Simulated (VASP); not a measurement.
## BiClO: single point with LDA

Crystal: BiClO.

```
CELL_PARAMETERS angstrom
3.85076 0.00000 0.00000
0.00000 3.85076 0.00000
0.00000 0.00000 7.16950
ATOMIC_POSITIONS crystal
Bi 0.50000 0.00000 0.32533
Bi 0.00000 0.50000 0.67467
Cl 0.00000 0.50000 0.14488
Cl 0.50000 0.00000 0.85512
O 0.00000 0.00000 0.50000
O 0.50000 0.50000 0.50000
```

```
Program             : VASP 6.6.1
Task                : single point
Functional          : LDA
Potentials or basis : VASP PAW LDA potentials, release 64 (Bi_d, Cl, O)
Cutoff              : 520 eV
k mesh              : 6 × 6 × 4
Occupations         : gaussian, width 0.02 eV
Spin                : no spin polarisation
```

```
Pressure               : 0.3 GPa
Largest force          : 0.085 eV/Å
Band gap on the k mesh : 2.57 eV (least direct gap 2.89 eV)
```

Forces in eV/Å, atoms in the order of the input:
```
Bi   0.000  0.000 -0.085
Bi   0.000  0.000  0.085
Cl   0.000  0.000 -0.005
Cl   0.000  0.000  0.005
O    0.000  0.000  0.000
O    0.000  0.000  0.000
```

Levels at points of the mesh, in eV from the valence-band top:
| k point | band 25 | band 26 | band 27 | band 28 | band 29 | band 30 | band 31 | band 32 |
| --- | --- | --- | --- | --- | --- | --- | --- | --- |
| (0.00, 0.00, 0.00) | -1.15 | -1.15 | -1.14 | -0.77 | 3.22 | 3.86 | 5.36 | 5.36 |
| (0.50, 0.00, 0.00) | -0.98 | -0.98 | -0.05 | -0.05 | 4.58 | 4.58 | 5.16 | 5.16 |
| (0.50, 0.50, 0.00) | -0.70 | -0.70 | -0.68 | -0.68 | 4.19 | 4.19 | 5.92 | 5.92 |
| (0.00, 0.00, 0.50) | -0.85 | -0.85 | -0.39 | -0.33 | 2.57 | 2.96 | 5.40 | 5.40 |
| (0.50, 0.00, 0.50) | -0.73 | -0.73 | -0.07 | -0.07 | 4.36 | 4.36 | 5.27 | 5.27 |
| (0.50, 0.50, 0.50) | -1.58 | -1.58 | -0.68 | -0.68 | 4.64 | 4.64 | 6.19 | 6.19 |

It took 53 s on 1 thread of Intel(R) Xeon(R) 6975P-C (Granite Rapids), with other jobs on the host, peak memory 0.23 GiB.

Caveat: spin-orbit coupling is left out, which moves the levels of the heavy elements. A k mesh can miss the band edges.
